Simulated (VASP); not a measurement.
BeNi3C: single point with PBE

BeNi3C:

```
Be Ni C
1.0
     3.69524    0.00000    0.00000
     0.00000    3.69524    0.00000
     0.00000    0.00000    3.69524
Be Ni C
1 3 1
Direct
  0.00000 0.00000 0.00000
  0.00000 0.50000 0.50000
  0.50000 0.00000 0.50000
  0.50000 0.50000 0.00000
  0.50000 0.50000 0.50000
```

```
Program                : VASP 6.6.1
Task                   : single point
Functional             : PBE
Potentials or basis    : VASP PAW PBE potentials, release 64 (Be, Ni, C)
Cutoff                 : 520 eV
k mesh                 : 6 × 6 × 6
Occupations            : gaussian, width 0.1 eV
Spin                   : no spin polarisation
Dipole correction      : no
Further INCAR settings : ALGO = Normal; EDIFF = 1e-07; NBANDS = 26
```

The pressure is 0.3 GPa and the band gap on the k mesh is zero (band 18 reaches 8.36 eV, above the bottom of band 19 at 7.44 eV).

Levels at points of the mesh, in eV from the Fermi level:
```tsv
k point	band 14	band 15	band 16	band 17	band 18	band 19	band 20	band 21	band 22	band 23
(0.00, 0.00, 0.00)	-1.36	-1.36	-0.76	-0.76	-0.76	-0.42	3.21	3.57	3.57	3.57
(0.50, 0.00, 0.00)	-1.48	-1.48	-0.99	-0.75	0.26	0.26	3.28	3.59	4.28	4.28
(0.50, 0.50, 0.00)	-1.56	-1.38	-0.99	-0.36	-0.09	-0.09	1.47	5.12	5.12	5.86
(0.50, 0.50, 0.50)	-1.68	-1.04	-1.04	-0.67	-0.67	-0.67	1.62	1.62	1.62	3.22
```

It took 55 s on 1 thread of AMD EPYC 7R13 Processor (Zen 3), with other jobs on the host, peak memory 0.14 GiB.

Spin polarisation is off, so any magnetic state and its effect on volume and gap are missing.
